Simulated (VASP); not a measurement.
Input of a VASP 6.6.1 run:

File POSCAR:

```
Ni
1.0
    2.3803444238      0.0000000000      0.0000000000
    0.0000000000      2.3803444238      0.0000000000
    0.0000000000      0.0000000000      2.3803444238
Ni
1
Direct
    0.0000000000      0.0000000000      0.0000000000
```

Contents of INCAR.step1:

```
SYSTEM = Ni
  PREC = Accurate
  ENCUT = 520
  ISMEAR = -1
  SIGMA = 0.1
  LREAL = .False.
  LASPH = .True.
  NELM = 60
  NBANDS = 11
  GGA = PE
  ALGO = Normal
  EDIFF = 1E-4
  LWAVE = .True.
  LCHARG = .False.
```

Contents of INCAR.step2:

```
SYSTEM = Ni
  PREC = Accurate
  ENCUT = 520
  EDIFF = 1E-6
  ISMEAR = -1
  SIGMA = 0.1
  LREAL = .False.
  LASPH = .True.
  NELM = 60
  ALGO = Normal
  ISIF = 2
  LWAVE = .False.
  LCHARG = .False.
  METAGGA = R2SCAN
  LMIXTAU = .True.
  NBANDS = 11
  ISTART = 1
```

The input KPOINTS:

```
regular mesh
0
Gamma
  15 15 15
  0 0 0
```

Potentials or basis: VASP PAW PBE potentials, release 64 (Ni).

The run is started by

```bash
$ cat potpaw_PBE.64/Ni/POTCAR > POTCAR
$ cp INCAR.step1 INCAR
$ mpirun -np 1 vasp_std > vasp.out
$ cp INCAR.step2 INCAR
$ mpirun -np 1 vasp_std > vasp.out
```

Q: Estimate the pressure.

A: -13.9 GPa.

Q: Estimate the band gap on the k mesh.

A: Zero (bands 5 and 6 overlap by 1.20 eV).

Caveat: the cell stands under tension; the PAW data sets were made with another functional, which shifts forces and pressure a little; the run has no spin polarisation, though such a crystal can be magnetic. Spin polarisation is off, so any magnetic state and its effect on volume and gap are missing.
